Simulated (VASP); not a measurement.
Write the native input for VASP 6.6.1 that does the following.

```
Task                   : single point
Functional             : LDA
Potentials or basis    : VASP PAW LDA potentials, release 64 (Na_pv, H)
Cutoff                 : 520 eV
k mesh                 : 12 × 12 × 12
Occupations            : gaussian, width 0.05 eV
Spin                   : no spin polarisation
Dipole correction      : no
Further INCAR settings : ALGO = Normal; EDIFF = 1e-07; NBANDS = 11
```

The structure of NaH lies in POSCAR:

```
NaH
1.0
    2.9551240000      0.0000000000      0.0000000000
    0.0000000000      2.9551240000      0.0000000000
    0.0000000000      0.0000000000      2.9551240000
Na H
1 1
Direct
    0.0000000000      0.0000000000      0.0000000000
    0.5000000000      0.5000000000      0.5000000000
```

The input as run:

INCAR

```
SYSTEM = NaH
PREC = Accurate
ENCUT = 520
EDIFF = 1E-7
ISMEAR = 0
SIGMA = 0.05
LREAL = .FALSE.
LASPH = .TRUE.
NELM = 100
ALGO = Normal
ISIF = 2
LWAVE = .FALSE.
LCHARG = .TRUE.
GGA = CA
LELF = .TRUE.
LVHAR = .TRUE.
NBANDS = 11
```

KPOINTS

```
regular mesh
0
G
  12 12 12
  0 0 0
```

Potentials or basis: VASP PAW LDA potentials, release 64 (Na_pv, H).

The run is started by

```bash
$ cat potpaw_LDA.64/Na_pv/POTCAR potpaw_LDA.64/H/POTCAR > POTCAR
$ mpirun -np 1 vasp_std > vasp.out
```

It gave:

| Property | Result |
| --- | --- |
| Pressure | -2.1 GPa |
| Band gap on the k mesh | 0.58 eV (least direct gap 4.15 eV) |

Run time: 18 s on 1 thread of Intel Xeon 8259CL (shared host), peak memory 0.13 GiB.
